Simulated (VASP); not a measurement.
Runs of VASP 6.6.1 on Ta. The structure is that of space group P6_3/mmc (No. 194), or close to it. The cells are those of the table. This isn't the form of Ta at room conditions, which is bcc.

| cell | gap on the mesh (eV) | pressure (GPa) |
| --- | --- | --- |
| a = 2.858, b = 2.858, c = 9.862 Å, angles 90.0, 90.0, 120.0°, 4 atoms | none | (b) |
| a = 2.973, b = 2.973, c = 10.257 Å, angles 90.0, 90.0, 120.0°, 4 atoms | none | (a) |
| a = 2.898, b = 2.898, c = 9.998 Å, angles 90.0, 90.0, 120.0°, 4 atoms | none | 0.1 |
| a = 2.936, b = 2.936, c = 10.129 Å, angles 90.0, 90.0, 120.0°, 4 atoms | none | -7.3 |
| a = 2.818, b = 2.818, c = 9.723 Å, angles 90.0, 90.0, 120.0°, 4 atoms | none | 19.8 |

Alike in all rows: task single point; level PBEsol; potentials or basis VASP PAW PBE potentials, release 64 (Ta_pv); no spin polarisation; k mesh 14 × 14 × 4; cutoff (eV) 520; smearing fermi-dirac 0.1 eV.

**Question.** Estimate the missing entries.

**Answer.** (a) -13.4; (b) 9.1.

Caveats: the PAW data sets were made with another functional, which shifts forces and pressure a little; spin-orbit coupling is left out, which moves the levels of the heavy elements; the cell stands under pressure (at least some runs); the cell stands under tension (at least some runs).

A k mesh can miss the band edges, and the runs leave out spin-orbit coupling on Ta.

A gap of «none» marks levels without a gap at the run's occupations.
